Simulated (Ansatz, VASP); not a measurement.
# Two plane-wave programs on AlNi

POSCAR

```
AlNi
1.0
    1.9386940000     -1.9531901500      0.0000000000
    1.9386940000      1.9531901500      0.0000000000
    0.0000000000      0.0000000000      3.0994300413
Al Ni
1 1
Direct
    0.0000000000      0.0000000000      0.0000000000
    0.5000000000      0.5000000000      0.5000000000
```

The input INCAR.step1:

```
SYSTEM = AlNi
  PREC = Accurate
  ENCUT = 520
  ISMEAR = 0
  SIGMA = 0.1
  LREAL = .False.
  LASPH = .True.
  NELM = 80
  NBANDS = 14
  GGA = PE
  ALGO = Normal
  EDIFF = 1E-4
  LWAVE = .True.
  LCHARG = .False.
```

Contents of INCAR.step2:

```
SYSTEM = AlNi
  PREC = Accurate
  ENCUT = 520
  EDIFF = 1E-6
  ISMEAR = 0
  SIGMA = 0.1
  LREAL = .False.
  LASPH = .True.
  NELM = 80
  ALGO = Normal
  ISIF = 2
  LWAVE = .False.
  LCHARG = .False.
  METAGGA = R2SCAN
  LMIXTAU = .True.
  NBANDS = 14
  ISTART = 1
```

File KPOINTS:

```
Automatic mesh
0
Gamma
  1 1 1
  0 0 0
```

Input for Ansatz:

```yaml
crystal:
  lattice:
    - [1.938694, -1.95319015, 0.0]
    - [1.938694, 1.95319015, 0.0]
    - [0.0, 0.0, 3.0994300413]
  atoms:
    - { symbol: Al, position: [0.0, 0.0, 0.0] }
    - { symbol: Ni, position: [0.5, 0.5, 0.5] }
basis:
  ecutwfc: 500
kpoints:
  mp_grid: { grid: [1, 1, 1] }
hamiltonian:
  xc: r2scan
scf:
  occupations: { method: gaussian, width: 0.1 }
output:
  forces: true
  stress: true
  eigenvalues: true
```

Alike in both runs: task single point; functional r2SCAN; k mesh 1 × 1 × 1; occupations gaussian, width 0.1 eV; no spin polarisation.

```csv
,VASP,Ansatz
version,VASP 6.6.1,Ansatz 0.2.0
potentials or method,"VASP PAW PBE potentials, release 64 (Al, Ni), cutoff 520 eV","scalar-relativistic, plane waves, PAW"
valence electrons in the cell,13,21
```

```tsv
	VASP	Ansatz	Ansatz less VASP
pressure (GPa)	-4.8	-2.6	+2.19
traceless stress, the component that is largest in VASP (GPa)	128.72	127.73	-0.983
```

VASP's potentials were made for PBE, not for r2SCAN. With one functional, cell and mesh, what is left measures potentials, basis and numerics. VASP's potentials hold 13 valence electrons a cell and Ansatz's 21, so a difference there can come from the potentials and not from the codes.

The k mesh is coarse, so the values compare programs but aren't converged.
